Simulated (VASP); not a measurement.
Sn: single point with PBE

The system is Sn.

```xyz
1
Lattice="3.0884 0.0000 0.0000 0.0000 3.0884 0.0000 0.0000 0.0000 3.0884" Properties=species:S:1:pos:R:3 pbc="T T T"
Sn    0.0000    0.0000    0.0000
```

| Item | Value |
| --- | --- |
| Program | VASP 6.6.1 |
| Task | single point |
| Functional | PBE |
| Potentials or basis | VASP PAW PBE potentials, release 64 (Sn_d) |
| Cutoff | 520 eV |
| k mesh | 13 × 13 × 13 |
| Occupations | fermi-dirac, width 0.05 eV |
| Spin | no spin polarisation |
| Dipole correction | no |
| Further INCAR settings | ALGO = Normal; EDIFF = 1e-07; NBANDS = 13 |

```json
{
 "Pressure": "-0.1 GPa",
 "Band gap on the k mesh": "zero (band 7 reaches 12.18 eV, above the bottom of band 8 at 5.04 eV)"
}
```

Levels at points of the mesh, in eV from the Fermi level:
```
           k point  band 4  band 5  band 6  band 7  band 8  band 9  band 10  band 11
(0.00, 0.00, 0.00)  -21.25  -21.25  -10.64    5.21    5.21    5.21     8.52     8.52
```

Wall time 7.8 s on 1 thread of Intel(R) Xeon(R) 6975P-C (Granite Rapids) (shared host), peak memory 0.14 GiB.

Caveat: spin-orbit coupling is left out, which moves the levels of the heavy elements.
